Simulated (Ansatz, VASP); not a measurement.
## HfO2 in VASP and in Ansatz

Contents of INCAR:

```
SYSTEM = HfO2
ALGO = Normal
EDIFF = 1E-7
ENCUT = 520
GGA = PE
ISIF = 2
ISMEAR = 0
LASPH = .True.
LCHARG = .False.
LREAL = .False.
LWAVE = .False.
NBANDS = 18
NELM = 60
PREC = Accurate
SIGMA = 0.05
```

Contents of KPOINTS:

```
k-points
0
Gamma
  12 12 6
  0 0 0
```

File POSCAR:

```
HfO2
1.0
    3.2522111955      0.0000000000      0.0000000000
   -1.6261055978      2.8164975138      0.0000000000
    0.0000000000      0.0000000000      5.6017024625
Hf O
1 2
Direct
    0.0000000000      0.0000000000      0.0000000000
    0.3333333333      0.6666666667      0.1731211689
    0.6666666667      0.3333333333      0.8268788311
```

Input for Ansatz:

```yaml
crystal:
  lattice:
    - [3.252211195514, 2.886747970106e-11, 0.0]
    - [-1.626105597782, 2.816497513773, 0.0]
    - [0.0, 0.0, 5.6017024625]
  atoms:
    - { symbol: Hf, position: [0.0, 0.0, 0.0] }
    - { symbol: O, position: [0.3333333333333, 0.6666666666667, 0.1731211689] }
    - { symbol: O, position: [0.6666666666667, 0.3333333333333, 0.8268788311] }
basis:
  ecutwfc: 420
  ecutrho_ratio: 12
kpoints:
  mp_grid: { grid: [12, 12, 6] }
hamiltonian:
  xc: pbe
scf:
  occupations: { method: gaussian, width: 0.05 }
  initial_density: { chi_scale: 0.1 }
  convergence: { dr2_threshold: 1.0e-06 }
output:
  forces: true
  stress: true
  write_density: true
  write_potential: true
  elf: true
  volumetric_format: npy
```

Alike in both runs: task single point; functional PBE; k mesh 12 × 12 × 6; occupations gaussian, width 0.05 eV; no spin polarisation.

|  | VASP | Ansatz |
| --- | --- | --- |
| version | VASP 6.6.1 | Ansatz 0.2.0 |
| potentials or method | VASP PAW PBE potentials, release 64 (Hf_pv, O), cutoff 520 eV | scalar-relativistic, plane waves, PAW |
| valence electrons in the cell | 22 | 38 |

VASP gave:

- gap on the k mesh at the Fermi level (eV): 4.77
- pressure (GPa): -2.0
- traceless stress, the component that is largest in VASP (GPa): 0.73
- rms of the force components (eV/Å): 0.093

Task: Which values does Ansatz return?

Result: gap on the k mesh at the Fermi level (eV): 4.76; pressure (GPa): 0.0; traceless stress, the component that is largest in VASP (GPa): 0.02; rms of the force components (eV/Å): 0.000.

Atom by atom the forces differ by 0.094 eV/Å (rms over components). The functional is the same, so the differences come from potentials, cutoffs and numerics. VASP's potentials hold 22 valence electrons a cell and Ansatz's 38, so a difference there can come from the potentials and not from the codes. Ansatz's warnings: force scf threshold loose, stress scf threshold loose.

Spin-orbit coupling is off throughout.
